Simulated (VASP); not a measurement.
A run of VASP 6.6.1 is set up as follows.

Contents of INCAR:

```
ALGO = Normal ; EDIFF = 1E-6
ENCUT = 840 ; GGA_COMPAT = F
ISIF = 2 ; ISMEAR = 0
LASPH = T ; LCHARG = F
LREAL = F ; LWAVE = F
NBANDS = 15 ; NELM = 120
PREC = Accurate ; SIGMA = 0.1
```

Contents of KPOINTS:

```
k-points
0
Gamma
  8 8 8
```

Contents of POSCAR:

```
MgO
1.0
    0.0000000000      2.1245000000      2.1245000000
    2.1245000000      0.0000000000      2.1245000000
    2.1245000000      2.1245000000      0.0000000000
Mg O
1 1
Direct
    0.0000000000      0.0000000000      0.0000000000
    0.5000000000      0.5000000000      0.5000000000
```

Potentials or basis: VASP PAW LDA potentials, release 64 (Mg_sv, O).

Run with:

```bash
$ cat potpaw_LDA.64/Mg_sv/POTCAR potpaw_LDA.64/O/POTCAR > POTCAR
$ mpirun -np 1 vasp_std > vasp.out
```

Problem. Estimate the band gap on the k mesh.

Solution. 4.42 eV.

Problem. Predict the pressure.

Solution. -9.3 GPa.

Caveat: the cell stands under tension. A hybrid or GW would open this gap; LDA tends to underestimate it.
